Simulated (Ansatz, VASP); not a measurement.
**In2SbN in VASP and in Ansatz**

```
In Sb N
1.0
     4.06656    0.00000    0.00000
    -2.03328    3.52174    0.00000
     0.00000    0.00000    5.33593
In Sb N
2 1 1
Direct
  0.00000 0.00000 0.74682
  0.00000 0.00000 0.25318
  0.66667 0.33333 0.50000
  0.33333 0.66667 0.00000
```

Change from the starting cell: species swapped into the Ni2SbTe type (P-6m2, No. 187).

Alike in both runs: task single point; functional PBE; k mesh 6 × 6 × 4; occupations gaussian, width 0.1 eV; no spin polarisation.

|  | VASP | Ansatz |
| --- | --- | --- |
| version | VASP 6.6.1 | Ansatz 0.2.0 |
| potentials or method | VASP PAW PBE potentials, release 64 (In_d, Sb, N), cutoff 520 eV | scalar-relativistic, plane waves, PAW |
| valence electrons in the cell | 36 | 46 |

Ansatz gave:

| Item | Value |
| --- | --- |
| gap on the k mesh at the Fermi level (eV) | none |
| pressure (GPa) | 21.6 |
| traceless stress, the component that is largest in VASP (GPa) | 12.84 |
| rms of the force components (eV/Å) | 1.756 |

Problem. Which values does VASP return?

Solution. gap on the k mesh at the Fermi level (eV): none; pressure (GPa): 21.7; traceless stress, the component that is largest in VASP (GPa): 12.80; rms of the force components (eV/Å): 1.763.

Atom by atom the forces differ by 0.007 eV/Å (rms over components). A gap of «none» marks a metal or a gap that the smearing closes. The functional is the same, so the differences come from potentials, cutoffs and numerics. VASP's potentials hold 36 valence electrons a cell and Ansatz's 46, so a difference there can come from the potentials and not from the codes.

Spin-orbit coupling is off throughout.
